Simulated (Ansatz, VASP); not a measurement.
**Two plane-wave programs on ZnS**

```xyz
2
Lattice="0.0000 2.7046 2.7046 2.7046 0.0000 2.7046 2.7046 2.7046 0.0000" Properties=species:S:1:pos:R:3 pbc="T T T"
Zn    0.2887    0.2887    0.2887
S     4.0570    4.0570    4.0570
```

Change from the starting cell: all Zn atoms moved -0.500 Å, as atom 1 towards its neighbour atom 2 (S) at 2.342 Å.

Alike in both runs: task single point; functional r2SCAN; k mesh 8 × 8 × 8; occupations gaussian, width 0.05 eV; no spin polarisation.

|  | VASP | Ansatz |
| --- | --- | --- |
| version | VASP 6.6.1 | Ansatz 0.2.0 |
| potentials or method | VASP PAW PBE potentials, release 64 (Zn, S), cutoff 520 eV | scalar-relativistic, plane waves, PAW |
| valence electrons in the cell | 18 | 18 |

```tsv
	VASP	Ansatz	Ansatz less VASP
gap on the k mesh at the Fermi level (eV)	2.74	2.73	-0.009
least direct gap on the mesh (eV)	2.74	2.73	-0.009
pressure (GPa)	3.0	2.8	-0.13
traceless stress, the component that is largest in VASP (GPa)	-1.99	-1.96	+0.028
rms of the force components (eV/Å)	0.432	0.434	+0.0016
```

VASP's potentials were made for PBE, not for r2SCAN. Atom by atom the forces differ by 0.002 eV/Å (rms over components).
